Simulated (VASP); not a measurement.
# La (Fd-3m) in VASP: further runs

La is run at these levels: r2SCAN; tasks: single point, relaxation of cell and atoms.

All numbers are computed with VASP 6.6.1; they aren't measurements. Logs are shortened: lines on timing, memory, paths and dates and some standing lists are left out, and cuts for length are marked.

## Step 1: The cell of the first run

The structure is cubic, space group Fd-3m (No. 227). Conventional cell: a = 6.916 Å, b = 6.916 Å, c = 6.916 Å, α = 90.00°, β = 90.00°, γ = 90.00°. Within 3.9 Å of La (site symmetry -43m) lie 4 La at 2.99 Å.

This isn't the form of La at room conditions, which is double hcp.

## Step 2: Single point, r2SCAN (41.35 Å³/atom)

POSCAR

```
La
1.0
    0.0000000000      3.4581091680      3.4581091680
    3.4581091680      0.0000000000      3.4581091680
    3.4581091680      3.4581091680      0.0000000000
La
2
Direct
    0.1250000000      0.1250000000      0.1250000000
    0.8750000000      0.8750000000      0.8750000000
```

INCAR.step1

```
ALGO = Normal
EDIFF = 1E-5
ENCUT = 550
GGA = PE
GGA_COMPAT = F
ISMEAR = -1
LASPH = T
LCHARG = F
LMAXMIX = 6
LREAL = F
LWAVE = T
NBANDS = 18
NELM = 200
PREC = Accurate
SIGMA = 0.1
```

INCAR.step2

```
ALGO = Normal
EDIFF = 1E-6
ENCUT = 550
GGA_COMPAT = F
ISIF = 2
ISMEAR = -1
ISTART = 1
LASPH = T
LCHARG = F
LMAXMIX = 6
LMIXTAU = T
LREAL = F
LWAVE = F
METAGGA = R2SCAN
NBANDS = 18
NELM = 200
PREC = Accurate
SIGMA = 0.1
```

KPOINTS

```
k-points
0
Gamma
  9 9 9
```

Potentials or basis: VASP PAW PBE potentials, release 64 (La).

Run with:

```
cat potpaw_PBE.64/La/POTCAR > POTCAR
cp INCAR.step1 INCAR
mpirun -np 1 vasp_std > vasp.out
cp INCAR.step2 INCAR
mpirun -np 1 vasp_std > vasp.out
```

OUTCAR:

```text
EDIFF = 1E-6
   ENCUT = 550
   ISIF = 2
   ISMEAR = -1
   ISTART = 1
   LASPH = T
   LREAL = F
   METAGGA = R2SCAN
   NELM = 200
   PREC = Accurate

 ion  position               nearest neighbor table
   1  0.125  0.125  0.125-   2 2.99   2 2.99   2 2.99   2 2.99
   2  0.875  0.875  0.875-   1 2.99   1 2.99   1 2.99   1 2.99

  LATTYP: Found a face centered cubic cell.
 ALAT       =     6.9162183360

  Lattice vectors:

 A1 = (   0.0000000000,   3.4581091680,   3.4581091680)
 A2 = (   3.4581091680,   0.0000000000,   3.4581091680)
 A3 = (   3.4581091680,   3.4581091680,   0.0000000000)

Analysis of symmetry for initial positions (statically):
=====================================================================
 Subroutine PRICEL returns:
 Original cell was already a primitive cell.

 Routine SETGRP: Setting up the symmetry group for a
 face centered cubic supercell.

 Subroutine GETGRP returns: Found 48 space group operations
 (whereof 12 operations were pure point group operations)
 out of a pool of 48 trial point group operations.

The static configuration has the point symmetry D_3d.
 The point group associated with its full space group is O_h .

Analysis of symmetry for dynamics (positions and initial velocities):
=====================================================================
 Subroutine PRICEL returns:
 Original cell was already a primitive cell.

 Routine SETGRP: Setting up the symmetry group for a
 face centered cubic supercell.

 Subroutine GETGRP returns: Found 48 space group operations
 (whereof 12 operations were pure point group operations)
 out of a pool of 48 trial point group operations.

The dynamic configuration has the point symmetry D_3d.
 The point group associated with its full space group is O_h .

 Subroutine INISYM returns: Found 48 space group operations
 (whereof 12 operations are pure point group operations),
 and found     1 'primitive' translations

----------------------------------------------------------------------------------------

                                     Primitive cell

  volume of cell :      82.7077

  direct lattice vectors                    reciprocal lattice vectors
     0.000000000  3.458109168  3.458109168    -0.144587685  0.144587685  0.144587685
     3.458109168  0.000000000  3.458109168     0.144587685 -0.144587685  0.144587685
     3.458109168  3.458109168  0.000000000     0.144587685  0.144587685 -0.144587685

  length of vectors
     4.890504886  4.890504886  4.890504886     0.250433217  0.250433217  0.250433217

  position of ions in fractional coordinates (direct lattice)
     0.125000000  0.125000000  0.125000000
     0.875000000  0.875000000  0.875000000

  ion indices of the primitive-cell ions
   primitive index   ion index
                 1           1
                 2           2

----------------------------------------------------------------------------------------

 KPOINTS: k-points

Automatic generation of k-mesh.
 Grid dimensions read from file:
 generate k-points for:    9    9    9

 Generating k-lattice:

  Cartesian coordinates                     Fractional coordinates (reciprocal lattice)
    -0.016065298  0.016065298  0.016065298     0.111111111  0.000000000  0.000000000
     0.016065298 -0.016065298  0.016065298     0.000000000  0.111111111  0.000000000
     0.016065298  0.016065298 -0.016065298     0.000000000  0.000000000  0.111111111

  Length of vectors
     0.027825913  0.027825913  0.027825913

  Shift w.r.t. Gamma in fractional coordinates (k-lattice)
     0.000000000  0.000000000  0.000000000

 Subroutine IBZKPT returns following result:
 ===========================================

 Found     35 irreducible k-points:

 Following reciprocal coordinates:
            Coordinates               Weight
  0.000000  0.000000  0.000000      1.000000
  0.111111  0.000000  0.000000      8.000000
  0.222222  0.000000  0.000000      8.000000
  0.333333  0.000000  0.000000      8.000000
  0.444444  0.000000  0.000000      8.000000
  0.111111  0.111111  0.000000      6.000000
[... 16 lines left out ...]
 -0.333333  0.333333  0.000000     12.000000
  0.444444  0.444444  0.000000      6.000000
 [... further k-points ...]
   k-points           NKPTS =     35   k-points in BZ     NKDIM =     35   number of bands    NBANDS=     18
   number of dos      NEDOS =    301   number of ions     NIONS =      2
   total plane-waves  NPLWV =  64000
   dimension x,y,z NGX =    40 NGY =   40 NGZ =   40
   dimension x,y,z NGXF=    80 NGYF=   80 NGZF=   80
   ions per type =               2
   NGX,Y,Z   is equivalent  to a cutoff of  13.60, 13.60, 13.60 a.u.
   NGXF,Y,Z  is equivalent  to a cutoff of  27.19, 27.19, 27.19 a.u.
 SYSTEM =  unknown system
   PREC   = accura    normal or accurate (medium, high low for compatibility)
   ISTART =      1    job   : 0-new  1-cont  2-samecut
   ICHARG =      0    charge: 1-file 2-atom 10-const
   ISPIN  =      1    spin polarized calculation?
   LNONCOLLINEAR =      F non collinear calculations
   LSORBIT =      F    spin-orbit coupling
   LASPH  =      T    aspherical Exc in radial PAW
   ENCUT  =  550.0 eV  40.42 Ry    6.36 a.u.   9.35  9.35  9.35*2*pi/ulx,y,z
   NELM   =    200;   NELMIN=  2; NELMDL=  0     # of ELM steps
   EDIFF  = 0.1E-05   stopping-criterion for ELM
   LREAL  =      F    real-space projection
   EDIFFG = 0.1E-04   stopping-criterion for IOM
   NSW    =      0    number of steps for IOM
   IBRION =     -1    ionic relax: 0-MD 1-quasi-New 2-CG
   NFREE  =      0    steps in history (QN), initial steepest desc. (CG)
   ISIF   =      2    stress and relaxation
   ISYM   =      2    0-nonsym 1-usesym 2-fastsym
   POTIM  = 0.5000    time-step for ionic-motion
   TEBEG  =    0.0;   TEEND  =   0.0 temperature during run
   PSTRESS=    0.0 pullay stress
   NELECT =      22.0000    total number of electrons
   NUPDOWN=      -1.0000    fix difference up-down
   EMIN   =  10.00;   EMAX   =-10.00  energy-range for DOS
   EFERMI =   0.00;   METHOD = LEGACY
   ISMEAR =    -1;   SIGMA  =   0.10  broadening in eV -4-tet -1-fermi 0-gaus
   EFERMI_NEDOS =   21; number of points for ismear=-14 and -15
   IALGO  =     38    algorithm
   IMIX   =      4    mixing-type and parameters
     AMIX     =   0.40;   BMIX     =  1.00
     AMIX_MAG =   1.60;   BMIX_MAG =  1.00
  volume/ion in A,a.u.               =      41.35       279.07
  Fermi-wavevector in a.u.,A,eV,Ry     =   1.052851  1.989600 15.082001  1.108496
  Thomas-Fermi vector in A             =   2.187950
   LORBIT       =      0    0 simple, 1 ext, 2 COOP (PROOUT), +10 PAW based schemes
   METAGGA = R2SCAN    functional components
   LHFCALC =     F    Hartree Fock is set to
   AEXX    =    0.0000 exact exchange contribution
   IVDW    =     0    specifies the selected vdW correction
   LEPSILON=     F    determine dielectric tensor
   LRPA    =     F    only Hartree local field effects (RPA)
 non-spin polarized calculation
  energy-cutoff  :      550.00
  volume of cell :       82.71
 maximum number of plane-waves:      2442
 NGX is ok and might be reduce to    40
   NGX = 19   NGY = 19   NGZ = 19

 number of electron      22.0000000 magnetization

 Free energy of the ion-electron system (eV)
  ---------------------------------------------------
  ext. energy  EPLUGINS =         0.00000000
  ---------------------------------------------------
  free energy    TOTEN  =       -57.57538042 eV

  energy without entropy =      -57.49995669  energy(sigma->0) =      -57.53766856

 E-fermi :   6.6840     XC(G=0):  -9.4841

 val. band max:        6.6527543978   @ k =   0.4444   0.3333   0.0000
 cond. band min:       6.6856087642   @ k =  -0.4444   0.4444   0.1111
 fundamental gap:      0.0328543664
 Fermi energy:         6.6840170977

 k-point     1 :       0.0000    0.0000    0.0000
  band No.  band energies     occupation
      1     -28.1416      2.00000
      2     -26.8215      2.00000
      3     -11.9042      2.00000
      4     -11.9042      2.00000
      5     -11.9042      2.00000
      6     -10.1199      2.00000
[... 10 lines left out ...]
     17       8.4662      0.00000
     18       8.4662      0.00000

 k-point     2 :       0.1111    0.0000    0.0000
  band No.  band energies     occupation
      1     -28.1149      2.00000
      2     -26.8548      2.00000
      3     -11.9354      2.00000
      4     -11.9354      2.00000
      5     -11.9065      2.00000
      6     -10.1036      2.00000
[... 10 lines left out ...]
     17       8.3837      0.00000
     18       8.4705      0.00000

 k-point     3 :       0.2222    0.0000    0.0000
  band No.  band energies     occupation
      1     -28.0401      2.00000
      2     -26.9458      2.00000
      3     -12.0091      2.00000
      4     -12.0091      2.00000
      5     -11.9165      2.00000
      6     -10.0553      2.00000
[... 10 lines left out ...]
     17       8.3302      0.00000
     18       8.4821      0.00000

 k-point     4 :       0.3333    0.0000    0.0000
  band No.  band energies     occupation
      1     -27.9369      2.00000
      2     -27.0674      2.00000
      3     -12.0851      2.00000
      4     -12.0851      2.00000
      5     -11.9346      2.00000
      6      -9.9888      2.00000
[... 10 lines left out ...]
     17       8.4941      0.00000
     18       8.6246      0.00000

 k-point     5 :       0.4444    0.0000    0.0000
  band No.  band energies     occupation
      1     -27.8506      2.00000
      2     -27.1657      2.00000
      3     -12.1311      2.00000
      4     -12.1311      2.00000
      5     -11.9498      2.00000
      6      -9.9391      2.00000
[... 10 lines left out ...]
     17       8.5507      0.00000
     18       8.7310      0.00000

 k-point     6 :       0.1111    0.1111    0.0000
  band No.  band energies     occupation
      1     -28.1057      2.00000
      2     -26.8661      2.00000
      3     -11.9742      2.00000
      4     -11.9742      2.00000
      5     -11.8437      2.00000
      6     -10.1769      2.00000
[... 10 lines left out ...]
     17       8.3465      0.00000
     18       8.4287      0.00000

 k-point     7 :       0.2222    0.1111    0.0000
  band No.  band energies     occupation
      1     -28.0458      2.00000
      2     -26.9390      2.00000
      3     -12.0532      2.00000
      4     -12.0506      2.00000
      5     -11.7980      2.00000
      6     -10.2042      2.00000
[... 10 lines left out ...]
     17       8.3388      0.00000
     18       8.4343      0.00000

 k-point     8 :       0.3333    0.1111    0.0000
  band No.  band energies     occupation
      1     -27.9487      2.00000
      2     -27.0537      2.00000
      3     -12.1510      2.00000
      4     -12.1246      2.00000
      5     -11.7730      2.00000
      6     -10.1870      2.00000
[... 10 lines left out ...]
     17       8.4184      0.00000
     18       8.4562      0.00000
[... 229 lines left out ...]
     17       8.2550      0.00000
     18       8.5290      0.00000

 k-point    20 :       0.3333    0.3333    0.0000
  band No.  band energies     occupation
      1     -27.8373      2.00000
      2     -27.1805      2.00000
      3     -12.2764      2.00000
      4     -12.2764      2.00000
      5     -11.4263      2.00000
      6     -10.5671      2.00000
[... 10 lines left out ...]
     17       8.4335      0.00000
     18       8.5884      0.00000

 k-point    21 :       0.4444    0.3333    0.0000
  band No.  band energies     occupation
      1     -27.7324      2.00000
      2     -27.2955      2.00000
      3     -12.3482      2.00000
      4     -12.3172      2.00000
      5     -11.2958      2.00000
      6     -10.6725      2.00000
[... 10 lines left out ...]
     17       8.5158      0.00000
     18       8.5744      0.00000

 k-point    22 :      -0.4444    0.3333    0.0000
  band No.  band energies     occupation
      1     -27.6422      2.00000
      2     -27.3909      2.00000
      3     -12.4178      2.00000
      4     -12.3095      2.00000
      5     -11.2342      2.00000
      6     -10.6918      2.00000
[... 10 lines left out ...]
     17       8.5691      0.00000
     18       8.6774      0.00000

 k-point    23 :      -0.3333    0.3333    0.0000
  band No.  band energies     occupation
      1     -27.6794      2.00000
      2     -27.3518      2.00000
      3     -12.4382      2.00000
      4     -12.2560      2.00000
      5     -11.3474      2.00000
      6     -10.5498      2.00000
[... 10 lines left out ...]
     17       8.4397      0.00000
     18       8.6046      0.00000

 k-point    24 :       0.4444    0.4444    0.0000
  band No.  band energies     occupation
      1     -27.6307      2.00000
      2     -27.4029      2.00000
      3     -12.3624      2.00000
      4     -12.3624      2.00000
      5     -11.1379      2.00000
      6     -10.8428      2.00000
[... 10 lines left out ...]
     17       8.5297      0.00000
     18       8.6327      0.00000

 [... further k-points ...]

------------------------ aborting loop because EDIFF is reached ----------------------------------------

  FORCE on cell =-STRESS in cart. coord.  units (eV):
  Direction    XX          YY          ZZ          XY          YZ          ZX
  --------------------------------------------------------------------------------------
  -------------------------------------------------------------------------------------
  Total       -2.0375816     -2.0375816     -2.0375816      0.0000000      0.0000000     -0.0000000
  in kB      -39.4711245    -39.4711245    -39.4711245      0.0000000      0.0000000     -0.0000000
  external PRESSURE =     -39.4711245 kB  Pullay stress =       0.0000000 kB

 VOLUME and BASIS-vectors are now :
 -----------------------------------------------------------------------------
  energy-cutoff  :      550.00
  volume of cell :       82.71
      direct lattice vectors                 reciprocal lattice vectors
     0.000000000  3.458109168  3.458109168    -0.144587685  0.144587685  0.144587685
     3.458109168  0.000000000  3.458109168     0.144587685 -0.144587685  0.144587685
     3.458109168  3.458109168  0.000000000     0.144587685  0.144587685 -0.144587685

 POSITION                                       TOTAL-FORCE (eV/Angst)
 -----------------------------------------------------------------------------------
      0.86453      0.86453      0.86453         0.000000     -0.000000     -0.000000
      6.05169      6.05169      6.05169        -0.000000      0.000000      0.000000
 -----------------------------------------------------------------------------------
    total drift:                                0.000000      0.000000     -0.000000

  FREE ENERGIE OF THE ION-ELECTRON SYSTEM (eV)
  ---------------------------------------------------
  free  energy   TOTEN  =       -57.5753804213 eV

  energy  without entropy=      -57.4999566903  energy(sigma->0) =      -57.53766856
```

Wall time 2.9 min (1 thread of AMD EPYC 9R45 (Zen 5), shared host); peak memory 0.26 GiB.

What came out:

```
Free energy            : -57.5754 eV
Pressure               : -3.9 GPa
Band gap on the k mesh : zero (bands 11 and 12 overlap by 0.30 eV)
```

Caveat: the cell stands under tension; the PAW data sets were made with another functional, which shifts forces and pressure a little; spin-orbit coupling is left out, which moves the levels of the heavy elements.

(Part 1 of 2 ends here.)
